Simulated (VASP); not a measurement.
Input of a VASP 6.6.1 run:

File POSCAR:

```
Ge
1.0
   -0.4547444390      1.8973819696      1.8973819696
    1.8973819696     -0.4547444390      1.8973819696
    1.8973819696      1.8973819696     -0.4547444390
Ge
1
Direct
    0.0000000000      0.0000000000      0.0000000000
```

INCAR.step1

```
PREC = Accurate
ENCUT = 520
ISMEAR = 0
SIGMA = 0.15
LREAL = False
LASPH = True
NELM = 100
NBANDS = 13
GGA = PE
ALGO = Normal
EDIFF = 1E-4
LWAVE = True
LCHARG = False
```

INCAR.step2

```
PREC = Accurate
ENCUT = 520
EDIFF = 1E-6
ISMEAR = 0
SIGMA = 0.15
LREAL = False
LASPH = True
NELM = 100
ALGO = Normal
ISIF = 2
LWAVE = False
LCHARG = False
METAGGA = R2SCAN
LMIXTAU = True
NBANDS = 13
ISTART = 1
```

File KPOINTS:

```
regular mesh
0
Gamma
  22 22 22
```

Potentials or basis: VASP PAW PBE potentials, release 64 (Ge_d).

Command:

```sh
$ cat potpaw_PBE.64/Ge_d/POTCAR > POTCAR
$ cp INCAR.step1 INCAR
$ mpirun -np 1 vasp_std > vasp.out
$ cp INCAR.step2 INCAR
$ mpirun -np 1 vasp_std > vasp.out
```

**Question.** What does it give for the band gap on the k mesh?

**Answer.** Zero (band 7 reaches 14.30 eV, above the bottom of band 8 at 4.78 eV).

**Question.** Estimate the pressure.

**Answer.** 3.6 GPa.

Stress tensor (GPa, compression positive):
```
 3.61 -3.00 -3.00
-3.00  3.61 -3.00
-3.00 -3.00  3.61
```

Caveat: the PAW data sets were made with another functional, which shifts forces and pressure a little.
